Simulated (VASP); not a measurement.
Wanted: the native input for a VASP 6.6.1 run.

| Quantity | Value |
| --- | --- |
| Task | single point |
| Functional | PBE |
| Potentials or basis | VASP PAW PBE potentials, release 64 (K_sv, Ta_pv, O) |
| Cutoff | 520 eV |
| k mesh | 6 × 6 × 6 |
| Occupations | gaussian, width 0.05 eV |
| Spin | non-collinear spin, zero start, spin-orbit coupling |
| Starting moments | [[0.0, 0.0, 0.0], [0.0, 0.0, 0.0], [0.0, 0.0, 0.0], [0.0, 0.0, 0.0], [0.0, 0.0, 0.0]] μB |
| Dipole correction | no |
| Further INCAR settings | ALGO = Normal; EDIFF = 1e-07; NBANDS = 53 |

The structure of KTaO3 lies in POSCAR:

```
KTaO3
1.0
    3.9882991392      0.0000000000      0.0000000000
    0.0000000000      3.9882991392      0.0000000000
    0.0000000000      0.0000000000      3.9882991392
K Ta O
1 1 3
Direct
    0.0000000000      0.0000000000      0.0000000000
    0.5000000000      0.5000000000      0.5000000000
    0.0000000000      0.5000000000      0.5000000000
    0.5000000000      0.5000000000      0.0000000000
    0.5000000000      0.0000000000      0.5000000000
```

The input as run:

INCAR

```
PREC     = Accurate       # precision mode
ENCUT    = 520            # plane-wave cutoff, eV
EDIFF    = 1E-7           # SCF threshold, eV
ISMEAR   = 0              # smearing method
SIGMA    = 0.05           # smearing width, eV
LREAL    = F              # projectors in reciprocal space
LASPH    = T              # aspherical terms in the spheres
NELM     = 150            # most SCF steps
ALGO     = Normal         # electronic algorithm
ISIF     = 2              # what is computed and relaxed
LWAVE    = F              # write WAVECAR
LCHARG   = F              # write CHGCAR
MAGMOM   = 0 0 0 0 0 0 0 0 0 0 0 0 0 0 0 # initial moments
LORBIT   = 11             # projections on sites
LSORBIT  = T              # spin-orbit coupling
GGA_COMPAT= F            
LORBMOM  = T            
LMAXMIX  = 4              # l up to which the mixer works
GGA      = PE             # functional
NBANDS   = 53             # bands
```

KPOINTS

```
regular mesh
0
Gamma
  6 6 6
```

Potentials or basis: VASP PAW PBE potentials, release 64 (K_sv, Ta_pv, O).

Launch:

```console
$ cat potpaw_PBE.64/K_sv/POTCAR potpaw_PBE.64/Ta_pv/POTCAR potpaw_PBE.64/O/POTCAR > POTCAR
$ mpirun -np 1 vasp_ncl > vasp.out
```

Results of the run:

```
Pressure                                              : 6.3 GPa
Net moment                                            : 0.00 μB per cell
Valence electrons inside the program's atomic spheres : K 7.62; Ta 8.77; O 5.08
```

Caveat: the cell stands under pressure.

It took 59 s on 1 thread of AMD EPYC 9R45 96-Core Processor (Zen 5) (shared host), peak memory 0.3 GiB.
